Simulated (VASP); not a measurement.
# Ga2O3 (Ga2O3 (R-3c)) (R-3c) in VASP: further runs

The runs below take Ga2O3 (Ga2O3 (R-3c)) through single point, with PBE.

Program: VASP 6.6.1. These are calculated values, not measurements. Logs are shortened: lines on timing, memory, paths and dates and some standing lists are left out, and cuts for length are marked.

## Step 1: The cell of the first run

It takes space group R-3c (No. 167, trigonal). The conventional cell has a = 5.058 Å, b = 5.058 Å, c = 13.624 Å, α = 90.00°, β = 90.00°, γ = 120.00°. Within 2.6 Å of Ga (site symmetry 3) lie 6 O at 1.95 to 2.10 Å. Within 2.6 Å of O (site symmetry 2) lie 4 Ga at 1.95 to 2.10 Å.

## Step 2: Single point, PBE

The input, INCAR:

```
PREC = Accurate
ENCUT = 520
EDIFF = 1E-7
ISMEAR = 0
SIGMA = 0.01
LREAL = False
LASPH = True
NELM = 100
ALGO = Normal
ISIF = 2
LWAVE = False
LCHARG = False
GGA = PE
NBANDS = 55
```

The input, KPOINTS:

```
regular mesh
0
Gamma
  7 7 7
```

The input, POSCAR:

```
Ga2O3
1.0
    2.5289754454      1.4601046710      4.5413080058
   -2.5289754454      1.4601046710      4.5413080058
    0.0000000000     -2.9202092914      4.5413080220
Ga O
4 6
Direct
    0.8558413517      0.8558413517      0.8558413517
    0.6441586483      0.6441586483      0.6441586483
    0.1441586483      0.1441586483      0.1441586483
    0.3558413517      0.3558413517      0.3558413517
    0.7500000000      0.4469003098      0.0530996902
    0.4469003098      0.0530996902      0.7500000000
    0.0530996902      0.7500000000      0.4469003098
    0.2500000000      0.5530996902      0.9469003098
    0.9469003098      0.2500000000      0.5530996902
    0.5530996902      0.9469003098      0.2500000000
```

Potentials or basis: VASP PAW PBE potentials, release 64 (Ga_d, O).

Command:

```console
$ cat potpaw_PBE.64/Ga_d/POTCAR potpaw_PBE.64/O/POTCAR > POTCAR
$ mpirun -np 1 vasp_std > vasp.out
```

OUTCAR:

```text
PREC = Accurate
   ENCUT = 520
   EDIFF = 1E-7
   ISMEAR = 0
   LREAL = False
   LASPH = True
   NELM = 100
   ISIF = 2
   GGA = PE

 ion  position               nearest neighbor table
   1  0.856  0.856  0.856-  10 1.95   9 1.95   8 1.95   7 2.10   5 2.10   6 2.10   2 2.88
   2  0.644  0.644  0.644-  10 1.95   8 1.95   9 1.95   5 2.10   7 2.10   6 2.10   1 2.88
   3  0.144  0.144  0.144-   6 1.95   7 1.95   5 1.95   9 2.10   8 2.10  10 2.10   4 2.88
   4  0.356  0.356  0.356-   6 1.95   5 1.95   7 1.95   8 2.10   9 2.10  10 2.10   3 2.88
   5  0.750  0.447  0.053-   4 1.95   3 1.95   2 2.10   1 2.10
   6  0.447  0.053  0.750-   3 1.95   4 1.95   1 2.10   2 2.10
   7  0.053  0.750  0.447-   3 1.95   4 1.95   1 2.10   2 2.10
   8  0.250  0.553  0.947-   2 1.95   1 1.95   4 2.10   3 2.10
   9  0.947  0.250  0.553-   1 1.95   2 1.95   3 2.10   4 2.10
  10  0.553  0.947  0.250-   1 1.95   2 1.95   3 2.10   4 2.10

  LATTYP: Found a trigonal (rhomboedric) cell.
 ALAT       =     5.3991759424
 COS(alpha) =     0.5612023824

  Lattice vectors:

 A1 = (   2.5289754454,   1.4601046710,   4.5413080058)
 A2 = (  -2.5289754454,   1.4601046710,   4.5413080058)
 A3 = (   0.0000000000,  -2.9202092914,   4.5413080220)

Analysis of symmetry for initial positions (statically):
=====================================================================
 Subroutine PRICEL returns:
 Original cell was already a primitive cell.

 Routine SETGRP: Setting up the symmetry group for a
 trigonal (rhombohedral) supercell.

 Subroutine GETGRP returns: Found 12 space group operations
 (whereof  6 operations were pure point group operations)
 out of a pool of 12 trial point group operations.

The static configuration has the point symmetry S_6 .
 The point group associated with its full space group is D_3d.

Analysis of symmetry for dynamics (positions and initial velocities):
=====================================================================
 Subroutine PRICEL returns:
 Original cell was already a primitive cell.

 Routine SETGRP: Setting up the symmetry group for a
 trigonal (rhombohedral) supercell.

 Subroutine GETGRP returns: Found 12 space group operations
 (whereof  6 operations were pure point group operations)
 out of a pool of 12 trial point group operations.

The dynamic configuration has the point symmetry S_6 .
 The point group associated with its full space group is D_3d.

 Subroutine INISYM returns: Found 12 space group operations
 (whereof  6 operations are pure point group operations),
 and found     1 'primitive' translations

----------------------------------------------------------------------------------------

                                     Primitive cell

  volume of cell :     100.6146

  direct lattice vectors                    reciprocal lattice vectors
     2.528975445  1.460104671  4.541308006     0.197708523  0.114147069  0.073400291
    -2.528975445  1.460104671  4.541308006    -0.197708523  0.114147069  0.073400291
     0.000000000 -2.920209291  4.541308022     0.000000000 -0.228294138  0.073400293

  length of vectors
     5.399175942  5.399175942  5.399175942     0.239803704  0.239803704  0.239803704

  position of ions in fractional coordinates (direct lattice)
     0.855841352  0.855841352  0.855841352
     0.644158648  0.644158648  0.644158648
     0.144158648  0.144158648  0.144158648
     0.355841352  0.355841352  0.355841352
     0.750000000  0.446900310  0.053099690
     0.446900310  0.053099690  0.750000000
     0.053099690  0.750000000  0.446900310
     0.250000000  0.553099690  0.946900310
     0.946900310  0.250000000  0.553099690
     0.553099690  0.946900310  0.250000000

  ion indices of the primitive-cell ions
   primitive index   ion index
                 1           1
                 2           2
                 3           3
                 4           4
                 5           5
                 6           6
                 7           7
                 8           8
                 9           9
                10          10

----------------------------------------------------------------------------------------

 KPOINTS: regular mesh

Automatic generation of k-mesh.
 Grid dimensions read from file:
 generate k-points for:    7    7    7

 Generating k-lattice:

  Cartesian coordinates                     Fractional coordinates (reciprocal lattice)
     0.028244075  0.016306724  0.010485756     0.142857143  0.000000000  0.000000000
    -0.028244075  0.016306724  0.010485756     0.000000000  0.142857143  0.000000000
     0.000000000 -0.032613448  0.010485756    -0.000000000 -0.000000000  0.142857143

  Length of vectors
     0.034257672  0.034257672  0.034257672

  Shift w.r.t. Gamma in fractional coordinates (k-lattice)
     0.000000000  0.000000000  0.000000000

 Subroutine IBZKPT returns following result:
 ===========================================

 Found     44 irreducible k-points:

 Following reciprocal coordinates:
            Coordinates               Weight
  0.000000  0.000000  0.000000      1.000000
  0.142857 -0.000000  0.000000      6.000000
  0.285714 -0.000000  0.000000      6.000000
  0.428571 -0.000000 -0.000000      6.000000
  0.142857  0.142857  0.000000      6.000000
  0.285714  0.142857  0.000000     12.000000
[... 16 lines left out ...]
  0.285714  0.285714  0.142857      6.000000
  0.428571  0.285714  0.142857     12.000000
 [... further k-points ...]
   k-points           NKPTS =     44   k-points in BZ     NKDIM =     44   number of bands    NBANDS=     55
   number of dos      NEDOS =    301   number of ions     NIONS =     10
   total plane-waves  NPLWV =  64000
   dimension x,y,z NGX =    40 NGY =   40 NGZ =   40
   dimension x,y,z NGXF=    80 NGYF=   80 NGZF=   80
   ions per type =               4   6
   NGX,Y,Z   is equivalent  to a cutoff of  12.32, 12.32, 12.32 a.u.
   NGXF,Y,Z  is equivalent  to a cutoff of  24.63, 24.63, 24.63 a.u.
 SYSTEM =  unknown system
   PREC   = accura    normal or accurate (medium, high low for compatibility)
   ISTART =      0    job   : 0-new  1-cont  2-samecut
   ICHARG =      2    charge: 1-file 2-atom 10-const
   ISPIN  =      1    spin polarized calculation?
   LNONCOLLINEAR =      F non collinear calculations
   LSORBIT =      F    spin-orbit coupling
   LASPH  =      T    aspherical Exc in radial PAW
   ENCUT  =  520.0 eV  38.22 Ry    6.18 a.u.  10.04 10.04 10.04*2*pi/ulx,y,z
   NELM   =    100;   NELMIN=  2; NELMDL= -5     # of ELM steps
   EDIFF  = 0.1E-06   stopping-criterion for ELM
   LREAL  =      F    real-space projection
   EDIFFG = 0.1E-05   stopping-criterion for IOM
   NSW    =      0    number of steps for IOM
   IBRION =     -1    ionic relax: 0-MD 1-quasi-New 2-CG
   NFREE  =      0    steps in history (QN), initial steepest desc. (CG)
   ISIF   =      2    stress and relaxation
   ISYM   =      2    0-nonsym 1-usesym 2-fastsym
   POTIM  = 0.5000    time-step for ionic-motion
   TEBEG  =    0.0;   TEEND  =   0.0 temperature during run
   PSTRESS=    0.0 pullay stress
   NELECT =      88.0000    total number of electrons
   NUPDOWN=      -1.0000    fix difference up-down
   EMIN   =  10.00;   EMAX   =-10.00  energy-range for DOS
   EFERMI =   0.00;   METHOD = LEGACY
   ISMEAR =     0;   SIGMA  =   0.01  broadening in eV -4-tet -1-fermi 0-gaus
   EFERMI_NEDOS =   21; number of points for ismear=-14 and -15
   IALGO  =     38    algorithm
   IMIX   =      4    mixing-type and parameters
     AMIX     =   0.40;   BMIX     =  1.00
     AMIX_MAG =   1.60;   BMIX_MAG =  1.00
  volume/ion in A,a.u.               =      10.06        67.90
  Fermi-wavevector in a.u.,A,eV,Ry     =   1.565605  2.958564 33.349487  2.451118
  Thomas-Fermi vector in A             =   2.668056
   LORBIT       =      0    0 simple, 1 ext, 2 COOP (PROOUT), +10 PAW based schemes
   GGA     = PE    functional components
   LHFCALC =     F    Hartree Fock is set to
   AEXX    =    0.0000 exact exchange contribution
   IVDW    =     0    specifies the selected vdW correction
   LEPSILON=     F    determine dielectric tensor
   LRPA    =     F    only Hartree local field effects (RPA)
 non-spin polarized calculation
 Gauss-broadening in eV      SIGMA  =   0.01
  energy-cutoff  :      520.00
  volume of cell :      100.61
 maximum number of plane-waves:      2730
   NGX = 21   NGY = 21   NGZ = 21

 number of electron      88.0000003 magnetization

 Free energy of the ion-electron system (eV)
  ---------------------------------------------------
  ext. energy  EPLUGINS =         0.00000000
  ---------------------------------------------------
  free energy    TOTEN  =       -59.39349562 eV

  energy without entropy =      -59.39349562  energy(sigma->0) =      -59.39349562

 E-fermi :   4.1535     XC(G=0): -11.9613

 val. band max:        4.0987721044   @ k =  -0.1429   0.1429   0.0000
 cond. band min:       6.4947788964   @ k =   0.0000   0.0000   0.0000
 fundamental gap:      2.3960067920
 Fermi energy:         4.1535434749

 k-point     1 :       0.0000    0.0000    0.0000
  band No.  band energies     occupation
      1     -14.5784      2.00000
      2     -12.7194      2.00000
      3     -12.7194      2.00000
      4     -12.6960      2.00000
      5     -12.6772      2.00000
      6     -12.6772      2.00000
[... 47 lines left out ...]
     54      14.9939      0.00000
     55      16.0673      0.00000

 k-point     2 :       0.1429   -0.0000    0.0000
  band No.  band energies     occupation
      1     -14.4914      2.00000
      2     -12.8087      2.00000
      3     -12.7276      2.00000
      4     -12.7247      2.00000
      5     -12.6845      2.00000
      6     -12.6656      2.00000
[... 47 lines left out ...]
     54      15.5405      0.00000
     55      15.9347      0.00000

 k-point     3 :       0.2857   -0.0000    0.0000
  band No.  band energies     occupation
      1     -14.2432      2.00000
      2     -13.0721      2.00000
      3     -12.7544      2.00000
      4     -12.7445      2.00000
      5     -12.6927      2.00000
      6     -12.6746      2.00000
[... 1152 lines left out ...]
 k-point    23 :       0.2857    0.2857    0.1429
  band No.  band energies     occupation
      1     -14.3018      2.00000
      2     -13.0063      2.00000
      3     -12.7475      2.00000
      4     -12.7215      2.00000
      5     -12.7172      2.00000
      6     -12.6990      2.00000
[... 47 lines left out ...]
     54      15.7889      0.00000
     55      16.1985      0.00000

 k-point    24 :       0.4286    0.2857    0.1429
  band No.  band energies     occupation
      1     -14.0864      2.00000
      2     -13.1369      2.00000
      3     -12.8252      2.00000
      4     -12.7966      2.00000
      5     -12.7228      2.00000
      6     -12.6748      2.00000
[... 47 lines left out ...]
     54      15.8220      0.00000
     55      16.1014      0.00000

 [... further k-points ...]
[... 5 lines left out ...]
  --------------------------------------------------------------------------------------
  -------------------------------------------------------------------------------------
  Total        0.5830362      0.5830362      0.5011509     -0.0000000     -0.0000000      0.0000000
  in kB        9.2842170      9.2842170      7.9802836     -0.0000000     -0.0000000      0.0000000
  external PRESSURE =       8.8495725 kB  Pullay stress =       0.0000000 kB

 VOLUME and BASIS-vectors are now :
 -----------------------------------------------------------------------------
  energy-cutoff  :      520.00
  volume of cell :      100.61
      direct lattice vectors                 reciprocal lattice vectors
     2.528975445  1.460104671  4.541308006     0.197708523  0.114147069  0.073400291
    -2.528975445  1.460104671  4.541308006    -0.197708523  0.114147069  0.073400291
     0.000000000 -2.920209291  4.541308022     0.000000000 -0.228294138  0.073400293

 POSITION                                       TOTAL-FORCE (eV/Angst)
 -----------------------------------------------------------------------------------
      0.00000      0.00000     11.65992        -0.000000      0.000000      0.011698
      0.00000      0.00000      8.77597        -0.000000     -0.000000     -0.011698
      0.00000      0.00000      1.96401        -0.000000     -0.000000     -0.011698
      0.00000      0.00000      4.84796        -0.000000      0.000000      0.011698
      0.76653      1.59254      5.67664         0.000690     -0.001195      0.000000
      0.99591     -1.46010      5.67664        -0.001379      0.000000      0.000000
     -1.76244     -0.13243      5.67664         0.000690      0.001195     -0.000000
     -0.76653     -1.59254      7.94729        -0.000690      0.001195     -0.000000
      1.76244      0.13243      7.94729        -0.000690     -0.001195      0.000000
     -0.99591      1.46010      7.94729         0.001379      0.000000     -0.000000
 -----------------------------------------------------------------------------------
    total drift:                               -0.000000      0.000000     -0.000000

  FREE ENERGIE OF THE ION-ELECTRON SYSTEM (eV)
  ---------------------------------------------------
  free  energy   TOTEN  =       -59.3934956173 eV

  energy  without entropy=      -59.3934956173  energy(sigma->0) =      -59.39349562
```

Run time: 5 min. Hardware: 1 thread of Intel Xeon 6975P-C, shared host; peak memory 0.35 GiB.

Results:

```yaml
Free_energy: -59.3935 eV
Pressure: 0.9 GPa
Largest_force: 0.012 eV/Å
Band_gap_on_the_k_mesh: 2.40 eV, indirect (least direct gap 2.62 eV)
```

Forces on the atoms (eV/Å):
```
Ga   0.000  0.000  0.012
Ga   0.000  0.000 -0.012
Ga   0.000  0.000 -0.012
Ga   0.000  0.000  0.012
O    0.001 -0.001  0.000
O   -0.001  0.000  0.000
O    0.001  0.001  0.000
O   -0.001  0.001  0.000
O   -0.001 -0.001  0.000
O    0.001  0.000  0.000
```

Levels at points of the mesh, in eV from the valence-band top:
| k point | band 40 | band 41 | band 42 | band 43 | band 44 | band 45 | band 46 | band 47 | band 48 | band 49 |
| --- | --- | --- | --- | --- | --- | --- | --- | --- | --- | --- |
| (0.00, 0.00, 0.00) | -0.31 | -0.31 | -0.31 | -0.23 | -0.23 | 2.40 | 6.31 | 6.56 | 8.51 | 9.85 |

## Step 3: Single point, PBE

The input, INCAR:

```
SYSTEM = Ga2O3
  PREC = Accurate
  ENCUT = 520
  EDIFF = 1E-7
  ISMEAR = -1
  SIGMA = 0.01
  LREAL = .FALSE.
  LASPH = .TRUE.
  NELM = 80
  ALGO = Normal
  ISIF = 2
  LWAVE = .FALSE.
  LCHARG = .FALSE.
  GGA = PE
  NBANDS = 55
```

The input, KPOINTS:

```
regular mesh
0
G
  7 7 7
  0 0 0
```

POSCAR is that of step 2.

Potentials or basis: VASP PAW PBE potentials, release 64 (Ga_d, O).

Command:

```console
$ cat potpaw_PBE.64/Ga_d/POTCAR potpaw_PBE.64/O/POTCAR > POTCAR
$ mpirun -np 1 vasp_std > vasp.out
```

Run time: 4.9 min. Hardware: 1 thread of Intel Xeon 6975P-C, shared host; peak memory 0.35 GiB.

The run converged. Its results:

```
Free energy            : -59.3935 eV
Pressure               : 0.9 GPa
Largest force          : 0.012 eV/Å
Band gap on the k mesh : 2.40 eV, indirect (least direct gap 2.62 eV)
```

Forces on the atoms (eV/Å):
```
Ga   0.000  0.000  0.012
Ga   0.000  0.000 -0.012
Ga   0.000  0.000 -0.012
Ga   0.000  0.000  0.012
O    0.001 -0.001  0.000
O   -0.001  0.000  0.000
O    0.001  0.001  0.000
O   -0.001  0.001  0.000
O   -0.001 -0.001  0.000
O    0.001  0.000  0.000
```

Stress tensor (GPa, compression positive):
```
0.93 0.00 0.00
0.00 0.93 0.00
0.00 0.00 0.80
```

Levels at points of the mesh, in eV from the valence-band top:
```tsv
k point	band 41	band 42	band 43	band 44	band 45	band 46	band 47	band 48
(0.00, 0.00, 0.00)	-0.31	-0.31	-0.23	-0.23	2.40	6.31	6.56	8.51
```
